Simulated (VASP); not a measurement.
# Si2Mo (I4/mmm) in VASP: further runs, part 2 of 2

VASP 6.6.1. The steps go on from the part before.

## (3) Single point, r2SCAN

POSCAR reads:

```
Si2Mo
1.0
   -1.6010542718      1.6010542718      3.9097702303
    1.6010542718     -1.6010542718      3.9097702303
    1.6010542718      1.6010542718     -3.9097702303
Si Mo
2 1
Direct
    0.6647104836      0.6647104836      0.0000000000
    0.3352895164      0.3352895164      0.0000000000
    0.0000000000      0.0000000000      0.0000000000
```

INCAR.step1 reads:

```
ALGO = Normal ; EDIFF = 1E-4
ENCUT = 520 ; GGA = PE
ISMEAR = 0 ; LASPH = T
LCHARG = F ; LREAL = F
LWAVE = T ; NBANDS = 18
NELM = 100 ; PREC = Accurate
SIGMA = 0.1
```

INCAR.step2 reads:

```
ALGO = Normal ; EDIFF = 1E-6
ENCUT = 520 ; ISIF = 2
ISMEAR = 0 ; ISTART = 1
LASPH = T ; LCHARG = F
LMIXTAU = T ; LREAL = F
LWAVE = F ; METAGGA = R2SCAN
NBANDS = 18 ; NELM = 100
PREC = Accurate ; SIGMA = 0.1
```

KPOINTS reads:

```
k-points
0
Gamma
  18 18 18
```

Potentials or basis: VASP PAW PBE potentials, release 64 (Si, Mo_sv).

Command:

```bash
$ cat potpaw_PBE.64/Si/POTCAR potpaw_PBE.64/Mo_sv/POTCAR > POTCAR
$ cp INCAR.step1 INCAR
$ mpirun -np 1 vasp_std > vasp.out
$ cp INCAR.step2 INCAR
$ mpirun -np 1 vasp_std > vasp.out
```

OUTCAR:

```text
EDIFF = 1E-6
   ENCUT = 520
   ISIF = 2
   ISMEAR = 0
   ISTART = 1
   LASPH = T
   LREAL = F
   METAGGA = R2SCAN
   NELM = 100
   PREC = Accurate

 ion  position               nearest neighbor table
   1  0.665  0.665  0.000-   2 2.58   3 2.60   3 2.60   3 2.60   3 2.60   3 2.62   2 2.63   2 2.63
                             2 2.63   2 2.63
   2  0.335  0.335  0.000-   1 2.58   3 2.60   3 2.60   3 2.60   3 2.60   3 2.62   1 2.63   1 2.63
                             1 2.63   1 2.63
   3  0.000  0.000  0.000-   1 2.60   2 2.60   1 2.60   2 2.60   1 2.60   2 2.60   2 2.60   1 2.60
                             1 2.62   2 2.62

  LATTYP: Found a body centered tetragonal cell.
 ALAT       =     3.2021085436
 C/A-ratio  =     2.4419973134

  Lattice vectors:

 A1 = (  -1.6010542718,   1.6010542718,   3.9097702303)
 A2 = (   1.6010542718,  -1.6010542718,   3.9097702303)
 A3 = (   1.6010542718,   1.6010542718,  -3.9097702303)

Analysis of symmetry for initial positions (statically):
=====================================================================
 Subroutine PRICEL returns:
 Original cell was already a primitive cell.

 Routine SETGRP: Setting up the symmetry group for a
 body centered tetragonal supercell.

 Subroutine GETGRP returns: Found 16 space group operations
 (whereof 16 operations were pure point group operations)
 out of a pool of 16 trial point group operations.

The static configuration has the point symmetry D_4h.

Analysis of symmetry for dynamics (positions and initial velocities):
=====================================================================
 Subroutine PRICEL returns:
 Original cell was already a primitive cell.

 Routine SETGRP: Setting up the symmetry group for a
 body centered tetragonal supercell.

 Subroutine GETGRP returns: Found 16 space group operations
 (whereof 16 operations were pure point group operations)
 out of a pool of 16 trial point group operations.

[... 119 lines left out ...]
   IALGO  =     38    algorithm
   IMIX   =      4    mixing-type and parameters
     AMIX     =   0.40;   BMIX     =  1.00
     AMIX_MAG =   1.60;   BMIX_MAG =  1.00
  volume/ion in A,a.u.               =      13.36        90.18
  Fermi-wavevector in a.u.,A,eV,Ry     =   1.340318  2.532834 24.442229  1.796453
  Thomas-Fermi vector in A             =   2.468641
   LORBIT       =      0    0 simple, 1 ext, 2 COOP (PROOUT), +10 PAW based schemes
   METAGGA = R2SCAN    functional components
   LHFCALC =     F    Hartree Fock is set to
   AEXX    =    0.0000 exact exchange contribution
   IVDW    =     0    specifies the selected vdW correction
   LEPSILON=     F    determine dielectric tensor
   LRPA    =     F    only Hartree local field effects (RPA)
 non-spin polarized calculation
 Gauss-broadening in eV      SIGMA  =   0.10
  energy-cutoff  :      520.00
  volume of cell :       40.09
 maximum number of plane-waves:      1104
 NGX is ok and might be reduce to    36
   NGX = 17   NGY = 17   NGZ = 17

 number of electron      22.0000000 magnetization

 Free energy of the ion-electron system (eV)
  ---------------------------------------------------
  ext. energy  EPLUGINS =         0.00000000
  ---------------------------------------------------
  free energy    TOTEN  =       -45.01708320 eV

  energy without entropy =      -45.01603389  energy(sigma->0) =      -45.01655854

 E-fermi :  12.2987     XC(G=0): -13.4039

 val. band max:       12.2962328737   @ k =  -0.2222  -0.2222   0.1667
 cond. band min:      12.3952136844   @ k =  -0.3889   0.5000   0.3333
 fundamental gap:      0.0989808107
 Fermi energy:        12.2987088121

 k-point     1 :       0.0000    0.0000    0.0000
  band No.  band energies     occupation
      1     -50.3191      2.00000
      2     -23.7594      2.00000
      3     -23.6722      2.00000
      4     -23.6722      2.00000
      5      -1.8963      2.00000
      6       5.5188      2.00000
[... 481 lines left out ...]
      5      -0.9755      2.00000
      6       5.6117      2.00000
[... 10 lines left out ...]
     17      18.8920      0.00000
     18      21.2391      0.00000

 [... further k-points ...]

------------------------ aborting loop because EDIFF is reached ----------------------------------------

  FORCE on cell =-STRESS in cart. coord.  units (eV):
  Direction    XX          YY          ZZ          XY          YZ          ZX
  --------------------------------------------------------------------------------------
  -------------------------------------------------------------------------------------
  Total        0.0846019      0.0846019      0.0701917      0.0000000      0.0000000     -0.0000000
  in kB        3.3811724      3.3811724      2.8052601      0.0000000      0.0000000     -0.0000000
  external PRESSURE =       3.1892017 kB  Pullay stress =       0.0000000 kB

 VOLUME and BASIS-vectors are now :
 -----------------------------------------------------------------------------
  energy-cutoff  :      520.00
  volume of cell :       40.09
      direct lattice vectors                 reciprocal lattice vectors
    -1.601054272  1.601054272  3.909770230     0.000000000  0.312294223  0.127884753
     1.601054272 -1.601054272  3.909770230     0.312294223  0.000000000  0.127884753
     1.601054272  1.601054272 -3.909770230     0.312294223  0.312294223  0.000000000

 POSITION                                       TOTAL-FORCE (eV/Angst)
 -----------------------------------------------------------------------------------
      0.00000      0.00000      5.19773        -0.000000     -0.000000      0.007321
      0.00000      0.00000      2.62181         0.000000      0.000000     -0.007321
      0.00000      0.00000      0.00000         0.000000      0.000000     -0.000000
 -----------------------------------------------------------------------------------
    total drift:                               -0.000000      0.000000     -0.000000

  FREE ENERGIE OF THE ION-ELECTRON SYSTEM (eV)
  ---------------------------------------------------
  free  energy   TOTEN  =       -45.0170831967 eV

  energy  without entropy=      -45.0160338868  energy(sigma->0) =      -45.01655854
```

OUTCAR.step1:

```text
EDIFF = 1E-4
   ENCUT = 520
   GGA = PE
   ISMEAR = 0
[... 734 lines left out ...]
      0.00000      0.00000      5.19773         0.000000      0.000000      0.070718
      0.00000      0.00000      2.62181         0.000000      0.000000     -0.070718
      0.00000      0.00000      0.00000        -0.000000     -0.000000     -0.000000
 -----------------------------------------------------------------------------------
    total drift:                               -0.000000      0.000000     -0.000000

  FREE ENERGIE OF THE ION-ELECTRON SYSTEM (eV)
  ---------------------------------------------------
  free  energy   TOTEN  =       -23.2541208586 eV

  energy  without entropy=      -23.2529678489  energy(sigma->0) =      -23.25354435
```

Wall time 11 min (1 thread of Intel Xeon 6975P-C (Granite Rapids), shared host); peak memory 0.47 GiB.

What came out:

```yaml
Free_energy: -45.0171 eV
Pressure: 0.3 GPa
Largest_force: 0.007 eV/Å
Band_gap_on_the_k_mesh: zero (bands 11 and 12 overlap by 1.02 eV)
```

Forces on the atoms (eV/Å):
```
Si   0.000  0.000  0.007
Si   0.000  0.000 -0.007
Mo   0.000  0.000  0.000
```

Caveat: the PAW data sets were made with another functional, which shifts forces and pressure a little.
